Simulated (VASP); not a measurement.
# SiC (P3m1) in VASP: notebook

Runs on SiC. Level: r2SCAN. Tasks: single point.

Everything below comes from runs of VASP 6.6.1. Logs are shortened: lines on timing, memory, paths and dates and some standing lists are left out, and cuts for length are marked.

### Step 1. The cell of the first run

The structure is trigonal, space group P3m1 (No. 156). Conventional cell: a = 3.078 Å, b = 3.078 Å, c = 9.777 Å, α = 90.00°, β = 90.00°, γ = 120.00°. Within 2.1 Å of Si (site symmetry 3m) lie 4 C at 1.59 to 1.89 Å. Si (site symmetry 3m) has 4 C at 1.89 Å within 2.5 Å. Within 2.5 Å of Si (site symmetry 3m) lie 4 C at 1.88 to 1.89 Å. Within 2.5 Å of Si (site symmetry 3m) lie 4 C at 1.88 to 1.89 Å. Within 2.1 Å of C (site symmetry 3m) lie 4 Si at 1.59 to 1.88 Å. Within 2.5 Å of C (site symmetry 3m) lie 4 Si at 1.88 to 1.89 Å. C (site symmetry 3m) has 4 Si at 1.89 Å within 2.5 Å. C (site symmetry 3m) has 4 Si at 1.89 Å within 2.5 Å.

### Step 2. Single point, r2SCAN (the distance across one plane changed)

Input file POSCAR:

```
SiC
1.0
   -1.5387796673     -2.6652445653      0.0000000000
    1.5387796672     -2.6652445654      0.0000000000
    0.0000000000      0.0000000000      9.7767691650
Si C
4 4
Direct
    0.3333333333      0.3333333333      0.0969231621
    0.6666666667      0.6666666667      0.6122656538
    0.0000000000      0.0000000000      0.8699941672
    0.0000000000      0.0000000000      0.3546516755
    0.3333333333      0.3333333333      0.9338047221
    0.6666666667      0.6666666667      0.4184622303
    1.0000000000      0.0000000000      0.6768139244
    1.0000000000      0.0000000000      0.1614714327
```

Input file INCAR.step1:

```
  ALGO = Normal
  EDIFF = 1E-4
  ENCUT = 520
  GGA = PE
  ISMEAR = 0
  LASPH = T
  LCHARG = F
  LREAL = F
  LWAVE = T
  NBANDS = 26
  NELM = 80
  PREC = Accurate
  SIGMA = 0.05
```

Input file INCAR.step2:

```
  ALGO = Normal
  EDIFF = 1E-7
  ENCUT = 520
  ISIF = 2
  ISMEAR = 0
  ISTART = 1
  LASPH = T
  LCHARG = F
  LMIXTAU = T
  LREAL = F
  LWAVE = F
  METAGGA = R2SCAN
  NBANDS = 26
  NELM = 80
  PREC = Accurate
  SIGMA = 0.05
```

Input file KPOINTS:

```
k-points
0
Gamma
  8 8 3
```

Potentials or basis: VASP PAW PBE potentials, release 64 (Si, C).

Launch:

```console
> cat potpaw_PBE.64/Si/POTCAR potpaw_PBE.64/C/POTCAR > POTCAR
> cp INCAR.step1 INCAR
> mpirun -np 1 vasp_std > vasp.out
> cp INCAR.step2 INCAR
> mpirun -np 1 vasp_std > vasp.out
```

OUTCAR:

```text
EDIFF = 1E-7
   ENCUT = 520
   ISIF = 2
   ISMEAR = 0
   ISTART = 1
   LASPH = T
   LREAL = F
   METAGGA = R2SCAN
   NELM = 80
   PREC = Accurate

 ion  position               nearest neighbor table
   1  0.333  0.333  0.097-   5 1.59   8 1.89   8 1.89   8 1.89   3 2.84   3 2.84   3 2.84   4 3.08
                             4 3.08   4 3.08
   2  0.667  0.667  0.612-   7 1.89   7 1.89   7 1.89   6 1.89   4 3.08   4 3.08   4 3.08   3 3.08
                             3 3.08   3 3.08
   3  0.000  0.000  0.870-   5 1.88   5 1.88   5 1.88   7 1.89   1 2.84   1 2.84   1 2.84   2 3.08
                             2 3.08   2 3.08
   4  0.000  0.000  0.355-   6 1.88   6 1.88   6 1.88   8 1.89   2 3.08   2 3.08   2 3.08   1 3.08
                             1 3.08   1 3.08
   5  0.333  0.333  0.934-   1 1.59   3 1.88   3 1.88   3 1.88
   6  0.667  0.667  0.418-   4 1.88   4 1.88   4 1.88   2 1.89
   7  0.000  0.000  0.677-   2 1.89   2 1.89   2 1.89   3 1.89
   8  0.000  0.000  0.161-   1 1.89   1 1.89   1 1.89   4 1.89

  LATTYP: Found a hexagonal cell.
 ALAT       =     3.0775593345
 C/A-ratio  =     3.1767930695

  Lattice vectors:

 A1 = (  -1.5387796672,   2.6652445654,   0.0000000000)
 A2 = (  -1.5387796673,  -2.6652445653,   0.0000000000)
 A3 = (   0.0000000000,   0.0000000000,   9.7767691650)

Analysis of symmetry for initial positions (statically):
=====================================================================
 Subroutine PRICEL returns:
 Original cell was already a primitive cell.

 Routine SETGRP: Setting up the symmetry group for a
 hexagonal supercell.

 Subroutine GETGRP returns: Found  6 space group operations
 (whereof  6 operations were pure point group operations)
 out of a pool of 24 trial point group operations.

The static configuration has the point symmetry C_3v.

Analysis of symmetry for dynamics (positions and initial velocities):
=====================================================================
 Subroutine PRICEL returns:
 Original cell was already a primitive cell.

 Routine SETGRP: Setting up the symmetry group for a
 hexagonal supercell.

 Subroutine GETGRP returns: Found  6 space group operations
 (whereof  6 operations were pure point group operations)
 out of a pool of 24 trial point group operations.

The dynamic configuration has the point symmetry C_3v.

 Subroutine INISYM returns: Found  6 space group operations
 (whereof  6 operations are pure point group operations),
 and found     1 'primitive' translations

----------------------------------------------------------------------------------------

                                     Primitive cell

  volume of cell :      80.1934

  direct lattice vectors                    reciprocal lattice vectors
    -1.538779667 -2.665244565  0.000000000    -0.324932809 -0.187600045  0.000000000
     1.538779667 -2.665244565  0.000000000     0.324932809 -0.187600045  0.000000000
     0.000000000  0.000000000  9.776769165     0.000000000  0.000000000  0.102283278

  length of vectors
     3.077559334  3.077559335  9.776769165     0.375200090  0.375200090  0.102283278

  position of ions in fractional coordinates (direct lattice)
     0.333333333  0.333333333  0.096923162
     0.666666667  0.666666667  0.612265654
     0.000000000  0.000000000  0.869994167
     0.000000000  0.000000000  0.354651676
     0.333333333  0.333333333  0.933804722
     0.666666667  0.666666667  0.418462230
     0.000000000  0.000000000  0.676813924
     0.000000000  0.000000000  0.161471433

  ion indices of the primitive-cell ions
   primitive index   ion index
                 1           1
                 2           2
                 3           3
                 4           4
                 5           5
                 6           6
                 7           7
                 8           8

----------------------------------------------------------------------------------------

 KPOINTS: k-points

Automatic generation of k-mesh.
 Grid dimensions read from file:
 generate k-points for:    8    8    3

 Generating k-lattice:

  Cartesian coordinates                     Fractional coordinates (reciprocal lattice)
    -0.040616601 -0.023450006  0.000000000     0.125000000 -0.000000000  0.000000000
     0.040616601 -0.023450006  0.000000000     0.000000000  0.125000000  0.000000000
     0.000000000  0.000000000  0.034094426     0.000000000  0.000000000  0.333333333

  Length of vectors
     0.046900011  0.046900011  0.034094426

  Shift w.r.t. Gamma in fractional coordinates (k-lattice)
     0.000000000  0.000000000  0.000000000

 Subroutine IBZKPT returns following result:
 ===========================================

 Found     25 irreducible k-points:

 Following reciprocal coordinates:
            Coordinates               Weight
  0.000000  0.000000  0.000000      1.000000
  0.125000 -0.000000  0.000000      6.000000
  0.250000 -0.000000  0.000000      6.000000
  0.375000  0.000000  0.000000      6.000000
  0.500000 -0.000000  0.000000      3.000000
  0.250000  0.125000  0.000000      6.000000
[... 16 lines left out ...]
  0.375000  0.500000  0.333333     12.000000
  0.500000  0.250000  0.333333     12.000000
   k-points           NKPTS =     25   k-points in BZ     NKDIM =     25   number of bands    NBANDS=     26
   number of dos      NEDOS =    301   number of ions     NIONS =      8
   total plane-waves  NPLWV =  46080
   dimension x,y,z NGX =    24 NGY =   24 NGZ =   80
   dimension x,y,z NGXF=    48 NGYF=   48 NGZF=  160
   ions per type =               4   4
   NGX,Y,Z   is equivalent  to a cutoff of  12.96, 12.96, 13.60 a.u.
   NGXF,Y,Z  is equivalent  to a cutoff of  25.93, 25.93, 27.21 a.u.
 SYSTEM =  unknown system
   PREC   = accura    normal or accurate (medium, high low for compatibility)
   ISTART =      1    job   : 0-new  1-cont  2-samecut
   ICHARG =      0    charge: 1-file 2-atom 10-const
   ISPIN  =      1    spin polarized calculation?
   LNONCOLLINEAR =      F non collinear calculations
   LSORBIT =      F    spin-orbit coupling
   LASPH  =      T    aspherical Exc in radial PAW
   ENCUT  =  520.0 eV  38.22 Ry    6.18 a.u.   5.72  5.72 18.18*2*pi/ulx,y,z
   NELM   =     80;   NELMIN=  2; NELMDL=  0     # of ELM steps
   EDIFF  = 0.1E-06   stopping-criterion for ELM
   LREAL  =      F    real-space projection
   EDIFFG = 0.1E-05   stopping-criterion for IOM
   NSW    =      0    number of steps for IOM
   IBRION =     -1    ionic relax: 0-MD 1-quasi-New 2-CG
   NFREE  =      0    steps in history (QN), initial steepest desc. (CG)
   ISIF   =      2    stress and relaxation
   ISYM   =      2    0-nonsym 1-usesym 2-fastsym
   POTIM  = 0.5000    time-step for ionic-motion
   TEBEG  =    0.0;   TEEND  =   0.0 temperature during run
   PSTRESS=    0.0 pullay stress
   NELECT =      32.0000    total number of electrons
   NUPDOWN=      -1.0000    fix difference up-down
   EMIN   =  10.00;   EMAX   =-10.00  energy-range for DOS
   EFERMI =   0.00;   METHOD = LEGACY
   ISMEAR =     0;   SIGMA  =   0.05  broadening in eV -4-tet -1-fermi 0-gaus
   EFERMI_NEDOS =   21; number of points for ismear=-14 and -15
   IALGO  =     38    algorithm
   IMIX   =      4    mixing-type and parameters
     AMIX     =   0.40;   BMIX     =  1.00
     AMIX_MAG =   1.60;   BMIX_MAG =  1.00
  volume/ion in A,a.u.               =      10.02        67.65
  Fermi-wavevector in a.u.,A,eV,Ry     =   1.205254  2.277600 19.764325  1.452637
  Thomas-Fermi vector in A             =   2.340956
   LORBIT       =      0    0 simple, 1 ext, 2 COOP (PROOUT), +10 PAW based schemes
   METAGGA = R2SCAN    functional components
   LHFCALC =     F    Hartree Fock is set to
   AEXX    =    0.0000 exact exchange contribution
   IVDW    =     0    specifies the selected vdW correction
   LEPSILON=     F    determine dielectric tensor
   LRPA    =     F    only Hartree local field effects (RPA)
 non-spin polarized calculation
 Gauss-broadening in eV      SIGMA  =   0.05
  energy-cutoff  :      520.00
  volume of cell :       80.19
 maximum number of plane-waves:      2176
   NGX = 11   NGY = 11   NGZ = 37

 number of electron      31.9999999 magnetization

 Free energy of the ion-electron system (eV)
  ---------------------------------------------------
  ext. energy  EPLUGINS =         0.00000000
  ---------------------------------------------------
  free energy    TOTEN  =       -76.10841987 eV

  energy without entropy =      -76.10841987  energy(sigma->0) =      -76.10841987

 E-fermi :   8.8197     XC(G=0): -12.0630

 val. band max:        8.5611227195   @ k =   0.0000   0.0000   0.0000
 cond. band min:      10.9429860552   @ k =   0.5000  -0.0000   0.0000
 fundamental gap:      2.3818633357
 Fermi energy:         8.8197458701

 k-point     1 :       0.0000    0.0000    0.0000
  band No.  band energies     occupation
      1      -8.4541      2.00000
      2      -6.9879      2.00000
      3      -6.4398      2.00000
      4      -4.0173      2.00000
      5      -0.6803      2.00000
      6       3.7406      2.00000
[... 18 lines left out ...]
     25      16.9677      0.00000
     26      17.1800      0.00000

 k-point     2 :       0.1250   -0.0000    0.0000
  band No.  band energies     occupation
      1      -8.1787      2.00000
      2      -6.7182      2.00000
      3      -6.1685      2.00000
      4      -3.7931      2.00000
      5      -0.4281      2.00000
      6       3.7138      2.00000
[... 18 lines left out ...]
     25      16.8000      0.00000
[... 608 lines left out ...]
     25      17.3966      0.00000
     26      18.4926      0.00000

 k-point    24 :       0.5000    0.2500    0.3333
  band No.  band energies     occupation
      1      -5.4579      2.00000
      2      -4.3593      2.00000
      3      -3.3448      2.00000
      4      -2.6846      2.00000
      5       0.1895      2.00000
      6       0.8922      2.00000
[... 18 lines left out ...]
     25      18.1061      0.00000
     26      18.5978      0.00000

 [... further k-points ...]

------------------------ aborting loop because EDIFF is reached ----------------------------------------

  FORCE on cell =-STRESS in cart. coord.  units (eV):
  Direction    XX          YY          ZZ          XY          YZ          ZX
  --------------------------------------------------------------------------------------
  -------------------------------------------------------------------------------------
  Total        0.1245752      0.1245752     16.7049420     -0.0000000      0.0000000     -0.0000000
  in kB        2.4888756      2.4888756    333.7464789     -0.0000000      0.0000000     -0.0000000
  external PRESSURE =     112.9080767 kB  Pullay stress =       0.0000000 kB

 VOLUME and BASIS-vectors are now :
 -----------------------------------------------------------------------------
  energy-cutoff  :      520.00
  volume of cell :       80.19
      direct lattice vectors                 reciprocal lattice vectors
    -1.538779667 -2.665244565  0.000000000    -0.324932809 -0.187600045  0.000000000
     1.538779667 -2.665244565  0.000000000     0.324932809 -0.187600045  0.000000000
     0.000000000  0.000000000  9.776769165     0.000000000  0.000000000  0.102283278

 POSITION                                       TOTAL-FORCE (eV/Angst)
 -----------------------------------------------------------------------------------
     -0.00000     -1.77683      0.94760        -0.000000     -0.000000      9.251585
     -0.00000     -3.55366      5.98598        -0.000000      0.000000     -0.293089
      0.00000      0.00000      8.50573         0.000000     -0.000000     -1.272430
      0.00000      0.00000      3.46735         0.000000      0.000000     -0.284940
     -0.00000     -1.77683      9.12959         0.000000     -0.000000     -8.932069
     -0.00000     -3.55366      4.09121         0.000000      0.000000      0.285348
      0.00000      0.00000      6.61705         0.000000      0.000000      0.323810
      0.00000      0.00000      1.57867         0.000000      0.000000      0.921784
 -----------------------------------------------------------------------------------
    total drift:                                0.000000     -0.000000     -0.000161

  FREE ENERGIE OF THE ION-ELECTRON SYSTEM (eV)
  ---------------------------------------------------
  free  energy   TOTEN  =       -76.1084198688 eV

  energy  without entropy=      -76.1084198688  energy(sigma->0) =      -76.10841987
```

Wall time 2.5 min (1 thread of AMD EPYC 9R45 (Zen 5), shared host); peak memory 0.19 GiB.

Results:

| Quantity | Value |
| --- | --- |
| Free energy | -76.1084 eV |
| Pressure | 11.3 GPa |
| Largest force | 9.252 eV/Å |
| Band gap on the k mesh | 2.38 eV (least direct gap 3.51 eV) |

Forces in eV/Å, atoms in the order of the input:
```
Si   0.000  0.000  9.252
Si   0.000  0.000 -0.293
Si   0.000  0.000 -1.272
Si   0.000  0.000 -0.285
C    0.000  0.000 -8.932
C    0.000  0.000  0.285
C    0.000  0.000  0.324
C    0.000  0.000  0.922
```

Caveat: the cell differs from its parent crystal (the distance across one plane changed); the stress differs along the axes, from 0 to 33 GPa; the PAW data sets were made with another functional, which shifts forces and pressure a little. A k mesh can miss the band edges.

(Continued in part 2 of 2.)
